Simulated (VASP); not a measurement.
## V: density of states with PBEsol

The system is V.

```xyz
2
Lattice="2.5746 0.0000 0.0000 -1.2873 2.2297 0.0000 0.0000 0.0000 4.6387" Properties=species:S:1:pos:R:3 pbc="T T T"
V     0.0000    1.4865    1.1597
V     1.2873    0.7432    3.4790
```

- Program: VASP 6.6.1
- Task: density of states
- Functional: PBEsol
- Potentials or basis: VASP PAW PBE potentials, release 64 (V_sv)
- Cutoff: 520 eV
- k mesh: 16 × 16 × 9
- Occupations: fermi-dirac, width 0.05 eV
- Spin: no spin polarisation
- Dipole correction: no
- k mesh for the DOS: 24 × 24 × 14
- Occupations for the DOS: tetrahedron
- Further INCAR settings: ALGO = Normal; EDIFF = 1e-07

| Item | Value |
| --- | --- |
| Valence electrons inside the program's atomic spheres | V 11.70 |

Levels at points of the mesh, in eV from the Fermi level:
| k point | band 10 | band 11 | band 12 | band 13 | band 14 | band 15 | band 16 | band 17 |
| --- | --- | --- | --- | --- | --- | --- | --- | --- |
| (0.00, 0.00, 0.00) | -3.54 | -0.58 | -0.10 | 0.32 | 0.32 | 0.67 | 0.67 | 1.88 |
| (0.50, 0.00, 0.00) | -2.96 | -2.87 | -0.37 | -0.16 | 0.34 | 0.58 | 3.12 | 3.72 |
| (0.00, 0.00, 0.50) | -5.13 | -1.04 | -1.04 | 0.36 | 0.36 | 0.36 | 0.36 | 2.61 |
| (0.50, 0.00, 0.50) | -3.42 | -1.90 | -1.90 | 1.70 | 1.70 | 1.73 | 1.73 | 3.75 |

Run time: 3 min on 1 thread of Intel(R) Xeon(R) Platinum 8488C (Sapphire Rapids), with other jobs on the host, peak memory 0.3 GiB.
